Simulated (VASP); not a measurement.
# Mg2CdTe3 (P1) in VASP: relaxation of cell and atoms with PBE

Aim: the relaxation of cell and atoms of Mg2CdTe3 with PBE.

Program: VASP 6.6.1. These are calculated values, not measurements. Logs are shortened: lines on timing, memory, paths and dates and some standing lists are left out, and cuts for length are marked.

## (1) The cell of the first run

The typed cell holds 12 atoms: a = 4.593 Å, b = 4.661 Å, c = 23.049 Å, α = 90.64°, β = 90.16°, γ = 120.30°.

## (2) Relaxation of cell and atoms, PBE

Contents of INCAR:

```
SYSTEM = Mg2CdTe3
PREC     = Accurate       ! precision mode
ENCUT    = 600            ! plane-wave cutoff, eV
EDIFF    = 1E-6           ! SCF threshold, eV
ISMEAR   = 0              ! smearing method
SIGMA    = 0.1            ! smearing width, eV
LREAL    = .FALSE.        ! projectors in reciprocal space
LASPH    = .TRUE.         ! aspherical terms in the spheres
NELM     = 60             ! most SCF steps
ALGO     = Normal         ! electronic algorithm
ISIF     = 3              ! what is computed and relaxed
LWAVE    = .FALSE.        ! write WAVECAR
LCHARG   = .FALSE.        ! write CHGCAR
GGA      = PE             ! functional
IBRION   = 2              ! ionic algorithm
NSW      = 80             ! ionic steps
EDIFFG   = -0.025         ! ionic threshold
```

Contents of KPOINTS:

```
Automatic mesh
0
G
  3 3 1
  0 0 0
```

Contents of POSCAR:

```
Mg2CdTe3
1.0
    4.5928359594     -0.0313918818     -0.0065628370
   -2.3236041468      4.0399851797     -0.0261909164
   -0.0320584652     -0.1662398058     23.0487566232
Mg Cd Te
4 2 6
Direct
    0.3497913537      0.6784182419      0.5003344990
    0.3142279910      0.6603729009      0.9971104976
    0.6548857854      0.3328531387      0.3399999861
    0.6529875959      0.3189611707      0.8329809403
    0.0103686103      0.0140754417      0.1679942724
    0.0088948576     -0.0040017562      0.6654674874
    0.0196802660      0.0176813674      0.0378510615
    0.0004942392     -0.0079560433      0.5383007082
    0.6729735927      0.3541157198      0.2129583690
    0.6700616629      0.3279788039      0.7065046229
    0.3206930469      0.6453019074      0.3744612292
    0.3249409985      0.6621991072      0.8760363264
```

Potentials or basis: VASP PAW PBE potentials, release 64 (Mg, Cd, Te).

Launch:

```bash
cat potpaw_PBE.64/Mg/POTCAR potpaw_PBE.64/Cd/POTCAR potpaw_PBE.64/Te/POTCAR > POTCAR
mpirun -np 1 vasp_std > vasp.out
```

OUTCAR:

```text
SYSTEM = Mg2CdTe3
   PREC = Accurate
   ENCUT = 600
   EDIFF = 1E-6
   ISMEAR = 0
   LREAL = .FALSE.
   LASPH = .TRUE.
   NELM = 60
   ISIF = 3
   GGA = PE
   IBRION = 2
   NSW = 80
   EDIFFG = -0.025

 ion  position               nearest neighbor table
   1  0.350  0.678  0.500-   8 2.72   8 2.80  11 2.90   8 2.91
   2  0.314  0.660  0.997-   7 2.77   7 2.78  12 2.79   7 2.94
   3  0.655  0.333  0.340-  11 2.71  11 2.75  11 2.89   9 2.93
   4  0.653  0.319  0.833-  12 2.83  12 2.84  12 2.87  10 2.92
   5  0.010  0.014  0.168-   9 2.82   9 2.86   9 2.90   7 3.00
   6  0.009  0.996  0.665-  10 2.78  10 2.85  10 2.86   8 2.93
   7  0.020  0.018  0.038-   2 2.77   2 2.78   2 2.94   5 3.00
   8  0.000  0.992  0.538-   1 2.72   1 2.80   1 2.91   6 2.93
   9  0.673  0.354  0.213-   5 2.82   5 2.86   5 2.90   3 2.93
  10  0.670  0.328  0.707-   6 2.78   6 2.85   6 2.86   4 2.92
  11  0.321  0.645  0.374-   3 2.71   3 2.75   3 2.89   1 2.90
  12  0.325  0.662  0.876-   2 2.79   4 2.83   4 2.84   4 2.87

  LATTYP: Found a triclinic cell.
 ALAT       =     4.6064417999
 B/A-ratio  =     0.9970706519
 C/A-ratio  =     5.0037272619
 COS(alpha) =     0.0027703873
 COS(beta)  =     0.0140716781
 COS(gamma) =     0.4866718080

  Lattice vectors:

 A1 = (   2.2692318126,   4.0085932979,  -0.0327537534)
 A2 = (   4.5928359594,  -0.0313918818,  -0.0065628370)
 A3 = (   0.0320584652,   0.1662398058, -23.0487566232)

Analysis of symmetry for initial positions (statically):
=====================================================================
 Subroutine PRICEL returns:
 Original cell was already a primitive cell.

 Routine SETGRP: Setting up the symmetry group for a
 triclinic supercell.

 Subroutine GETGRP returns: Found  1 space group operations
 (whereof  1 operations were pure point group operations)
 out of a pool of  2 trial point group operations.

The static configuration has the point symmetry C_1 .

Analysis of symmetry for dynamics (positions and initial velocities):
=====================================================================
 Subroutine PRICEL returns:
 Original cell was already a primitive cell.

 Routine SETGRP: Setting up the symmetry group for a
 triclinic supercell.

 Subroutine GETGRP returns: Found  1 space group operations
 (whereof  1 operations were pure point group operations)
 out of a pool of  2 trial point group operations.

The dynamic configuration has the point symmetry C_1 .

 Subroutine INISYM returns: Found  1 space group operations
 (whereof  1 operations are pure point group operations),
 and found     1 'primitive' translations

----------------------------------------------------------------------------------------

                                     Primitive cell

  volume of cell :     425.9648

  direct lattice vectors                    reciprocal lattice vectors
     4.592835959 -0.031391882 -0.006562837     0.218591496  0.125731110  0.001210878
    -2.323604147  4.039985180 -0.026190916     0.001701161  0.248515722  0.001794793
    -0.032058465 -0.166239806 23.048756623     0.000064174  0.000318195  0.043388673

  length of vectors
     4.592947928  4.660611810 23.049378414     0.252174583  0.248528025  0.043389887

  position of ions in fractional coordinates (direct lattice)
     0.349791354  0.678418242  0.500334499
     0.314227991  0.660372901  0.997110498
     0.654885785  0.332853139  0.339999986
     0.652987596  0.318961171  0.832980940
     0.010368610  0.014075442  0.167994272
     0.008894858  0.995998244  0.665467487
     0.019680266  0.017681367  0.037851061
     0.000494239  0.992043957  0.538300708
     0.672973593  0.354115720  0.212958369
     0.670061663  0.327978804  0.706504623
     0.320693047  0.645301907  0.374461229
     0.324940998  0.662199107  0.876036326

  ion indices of the primitive-cell ions
   primitive index   ion index
                 1           1
                 2           2
                 3           3
                 4           4
                 5           5
                 6           6
                 7           7
                 8           8
                 9           9
                10          10
                11          11
                12          12

----------------------------------------------------------------------------------------

 KPOINTS: Automatic mesh

Automatic generation of k-mesh.
 Grid dimensions read from file:
 generate k-points for:    3    3    1

 Generating k-lattice:

  Cartesian coordinates                     Fractional coordinates (reciprocal lattice)
     0.072863832  0.041910370  0.000403626     0.333333333  0.000000000  0.000000000
     0.000567054  0.082838574  0.000598264     0.000000000  0.333333333  0.000000000
     0.000064174  0.000318195  0.043388673     0.000000000  0.000000000  1.000000000

  Length of vectors
     0.084058194  0.082842675  0.043389887

  Shift w.r.t. Gamma in fractional coordinates (k-lattice)
     0.000000000  0.000000000  0.000000000

 Subroutine IBZKPT returns following result:
 ===========================================

 Found      5 irreducible k-points:

 Following reciprocal coordinates:
            Coordinates               Weight
  0.000000  0.000000  0.000000      1.000000
  0.333333 -0.000000  0.000000      2.000000
 -0.000000  0.333333 -0.000000      2.000000
  0.333333  0.333333 -0.000000      2.000000
 -0.333333  0.333333 -0.000000      2.000000
   k-points           NKPTS =      5   k-points in BZ     NKDIM =      5   number of bands    NBANDS=     41
   number of dos      NEDOS =    301   number of ions     NIONS =     12
   total plane-waves  NPLWV = 307200
   dimension x,y,z NGX =    40 NGY =   40 NGZ =  192
   dimension x,y,z NGXF=    80 NGYF=   80 NGZF=  384
   ions per type =               4   2   6
   NGX,Y,Z   is equivalent  to a cutoff of  14.48, 14.27, 13.85 a.u.
   NGXF,Y,Z  is equivalent  to a cutoff of  28.96, 28.54, 27.70 a.u.
 SYSTEM =  Mg2CdTe3
   PREC   = accura    normal or accurate (medium, high low for compatibility)
   ISTART =      0    job   : 0-new  1-cont  2-samecut
   ICHARG =      2    charge: 1-file 2-atom 10-const
   ISPIN  =      1    spin polarized calculation?
   LNONCOLLINEAR =      F non collinear calculations
   LSORBIT =      F    spin-orbit coupling
   LASPH  =      T    aspherical Exc in radial PAW
   ENCUT  =  600.0 eV  44.10 Ry    6.64 a.u.   9.17  9.31 46.04*2*pi/ulx,y,z
   NELM   =     60;   NELMIN=  2; NELMDL= -5     # of ELM steps
   EDIFF  = 0.1E-05   stopping-criterion for ELM
   LREAL  =      F    real-space projection
   EDIFFG = -.3E-01   stopping-criterion for IOM
   NSW    =     80    number of steps for IOM
   IBRION =      2    ionic relax: 0-MD 1-quasi-New 2-CG
   NFREE  =      1    steps in history (QN), initial steepest desc. (CG)
   ISIF   =      3    stress and relaxation
   ISYM   =      2    0-nonsym 1-usesym 2-fastsym
   POTIM  = 0.5000    time-step for ionic-motion
   TEBEG  =    0.0;   TEEND  =   0.0 temperature during run
   PSTRESS=    0.0 pullay stress
   NELECT =      68.0000    total number of electrons
   NUPDOWN=      -1.0000    fix difference up-down
   EMIN   =  10.00;   EMAX   =-10.00  energy-range for DOS
   EFERMI =   0.00;   METHOD = LEGACY
   ISMEAR =     0;   SIGMA  =   0.10  broadening in eV -4-tet -1-fermi 0-gaus
   EFERMI_NEDOS =   21; number of points for ismear=-14 and -15
   IALGO  =     38    algorithm
   IMIX   =      4    mixing-type and parameters
     AMIX     =   0.40;   BMIX     =  1.00
     AMIX_MAG =   1.60;   BMIX_MAG =  1.00
  volume/ion in A,a.u.               =      35.50       239.55
  Fermi-wavevector in a.u.,A,eV,Ry     =   0.888082  1.678232 10.730782  0.788690
  Thomas-Fermi vector in A             =   2.009465
   LORBIT       =      0    0 simple, 1 ext, 2 COOP (PROOUT), +10 PAW based schemes
   GGA     = PE    functional components
   LHFCALC =     F    Hartree Fock is set to
   AEXX    =    0.0000 exact exchange contribution
   IVDW    =     0    specifies the selected vdW correction
   LEPSILON=     F    determine dielectric tensor
   LRPA    =     F    only Hartree local field effects (RPA)
 conjugate gradient relaxation of ions
 non-spin polarized calculation
 Gauss-broadening in eV      SIGMA  =   0.10
  energy-cutoff  :      600.00
  volume of cell :      425.96
 maximum number of plane-waves:     14255
 NGX is ok and might be reduce to    40
   NGX = 19   NGY = 19   NGZ = 93

--------------------------------------- Ionic step        1  -------------------------------------------

 number of electron      68.0000005 magnetization

 Free energy of the ion-electron system (eV)
  ---------------------------------------------------
  ext. energy  EPLUGINS =         0.00000000
  ---------------------------------------------------
  free energy    TOTEN  =       -34.48993975 eV

  energy without entropy =      -34.48993975  energy(sigma->0) =      -34.48993975

------------------------ aborting loop because EDIFF is reached ----------------------------------------

  FORCE on cell =-STRESS in cart. coord.  units (eV):
  Direction    XX          YY          ZZ          XY          YZ          ZX
  --------------------------------------------------------------------------------------
  -------------------------------------------------------------------------------------
  Total        3.6390385      1.0498238     -4.1116979      0.6991821      0.8959286      0.3822990
  in kB       13.6874809      3.9486924    -15.4652903      2.6298270      3.3698478      1.4379376
  external PRESSURE =       0.7236276 kB  Pullay stress =       0.0000000 kB
[... 119 lines left out ...]
  FREE ENERGIE OF THE ION-ELECTRON SYSTEM (eV)
  ---------------------------------------------------
  free  energy   TOTEN  =       -34.6918350954 eV

  energy  without entropy=      -34.6918350954  energy(sigma->0) =      -34.69183510

[... ionic steps 4 to 16 ...]

--------------------------------------- Ionic step       17  -------------------------------------------

 number of electron      68.0000000 magnetization

------------------------ aborting loop because EDIFF is reached ----------------------------------------

  FORCE on cell =-STRESS in cart. coord.  units (eV):
  Direction    XX          YY          ZZ          XY          YZ          ZX
  --------------------------------------------------------------------------------------
  -------------------------------------------------------------------------------------
  Total       -0.0196057      0.0031995      0.1311039     -0.0556866     -0.0232903     -0.0258552
  in kB       -0.0741666      0.0121034      0.4959550     -0.2106577     -0.0881054     -0.0978080
  external PRESSURE =       0.1446306 kB  Pullay stress =       0.0000000 kB
[... 77 lines left out ...]
  energy  without entropy=      -34.7435035041  energy(sigma->0) =      -34.74350350

--------------------------------------- Ionic step       19  -------------------------------------------

 number of electron      68.0000000 magnetization

 Free energy of the ion-electron system (eV)
  ---------------------------------------------------
  ext. energy  EPLUGINS =         0.00000000
  ---------------------------------------------------
  free energy    TOTEN  =       -34.74361073 eV

  energy without entropy =      -34.74361073  energy(sigma->0) =      -34.74361073

 E-fermi :   2.3317     XC(G=0):  -7.9096

 val. band max:        1.8524269420   @ k =   0.0000   0.0000   0.0000
 cond. band min:       3.2719824020   @ k =   0.0000   0.0000   0.0000
 fundamental gap:      1.4195554600
 Fermi energy:         2.3316981754

 k-point     1 :       0.0000    0.0000    0.0000
  band No.  band energies     occupation
      1      -8.5973      2.00000
      2      -8.5042      2.00000
      3      -8.4695      2.00000
      4      -8.3126      2.00000
      5      -8.1350      2.00000
      6      -8.0715      2.00000
[... 248 lines left out ...]
  FREE ENERGIE OF THE ION-ELECTRON SYSTEM (eV)
  ---------------------------------------------------
  free  energy   TOTEN  =       -34.7436107323 eV

  energy  without entropy=      -34.7436107323  energy(sigma->0) =      -34.74361073

 reached required accuracy - stopping structural energy minimisation
```

Wall time 15 min (1 thread of Intel Xeon 6975P-C (Granite Rapids), shared host); peak memory 0.76 GiB.

What came out:

| Property | Result |
| --- | --- |
| Free energy | -34.7436 eV |
| Relaxed volume | 35.31 Å³/atom |
| Relaxed cell | a = 4.673 Å, b = 4.675 Å, c = 22.397 Å, α = 89.99°, β = 90.01°, γ = 120.02° |
| Space group after relaxing (to 0.05 Å) | Cc (No. 9) |
| Energy gained by relaxing | 21.1 meV/atom |
| Ionic steps | 19 |
| Pressure after relaxing | 0.0 GPa |
| Largest force after relaxing | 0.020 eV/Å |
| Band gap on the k mesh | 1.42 eV |

Forces in eV/Å, atoms in the order of the input:
```
Mg  -0.005 -0.001  0.000
Mg   0.003 -0.005 -0.017
Mg  -0.004  0.008 -0.010
Mg  -0.001  0.002  0.000
Cd  -0.005 -0.010  0.006
Cd  -0.008 -0.001 -0.012
Te   0.000  0.000  0.006
Te  -0.004 -0.003  0.005
Te   0.004 -0.007  0.010
Te  -0.002  0.005 -0.001
Te   0.013  0.004  0.015
Te   0.010  0.008 -0.002
```

The path:
| step | energy change (eV) | largest force (eV/Å) | pressure (GPa) | volume (Å³) |
| --- | --- | --- | --- | --- |
| 1 | 0.0000 | 0.6898 | 0.07 | 425.96 |
| 2 | -0.1790 | 0.4144 | -0.18 | 426.84 |
| 3 | -0.2019 | 0.3855 | -0.21 | 427.19 |
| 4 | -0.2306 | 0.2173 | 0.00 | 424.11 |
| 5 | -0.2398 | 0.1464 | 0.22 | 421.20 |
| 6 | -0.2446 | 0.0896 | -0.05 | 424.45 |
| 7 | -0.2446 | 0.0869 | -0.07 | 424.62 |
| 8 | -0.2467 | 0.0573 | -0.05 | 424.35 |
| 9 | -0.2484 | 0.0655 | 0.00 | 423.79 |
| 10 | -0.2498 | 0.0420 | 0.02 | 423.57 |
| 11 | -0.2505 | 0.0669 | 0.05 | 423.15 |
| 12 | -0.2506 | 0.0564 | 0.04 | 423.25 |
| 13 | -0.2518 | 0.0348 | -0.04 | 424.32 |
| 14 | -0.2518 | 0.0355 | -0.12 | 425.35 |
| 15 | -0.2519 | 0.0342 | -0.10 | 424.95 |
| 16 | -0.2526 | 0.0305 | -0.07 | 424.54 |
| 17 | -0.2533 | 0.0357 | 0.01 | 423.53 |
| 18 | -0.2536 | 0.0260 | 0.01 | 423.59 |
| 19 | -0.2537 | 0.0204 | 0.01 | 423.66 |

Final structure:
```
Mg Cd Te
1.0
     4.67327   -0.00090   -0.00056
    -2.33764    4.04822    0.00062
    -0.00233   -0.00203   22.39668
Mg Cd Te
4 2 6
Direct
  0.33696 0.66549 0.49988
  0.33234 0.67028 0.00032
  0.66247 0.33012 0.33526
  0.66178 0.32855 0.83563
  0.00377 0.01017 0.16616
  0.00310 0.99563 0.66650
  0.99936 0.00382 0.03850
  0.00377 0.99877 0.53859
  0.66974 0.34242 0.21002
  0.66914 0.32891 0.71042
  0.32921 0.66362 0.37410
  0.32836 0.66222 0.87462
```

Levels at points of the mesh, in eV from the valence-band top:
| k point | band 32 | band 33 | band 34 | band 35 | band 36 | band 37 |
| --- | --- | --- | --- | --- | --- | --- |
| (0.00, 0.00, 0.00) | -0.04 | 0.00 | 0.00 | 1.42 | 1.98 | 2.52 |

Caveat: the k points lie up to 0.52 Å⁻¹ apart in the final cell; spin-orbit coupling is left out, which moves the levels of the heavy elements. Expect the measured gap to be larger: semilocal functionals such as PBE lack the derivative discontinuity.
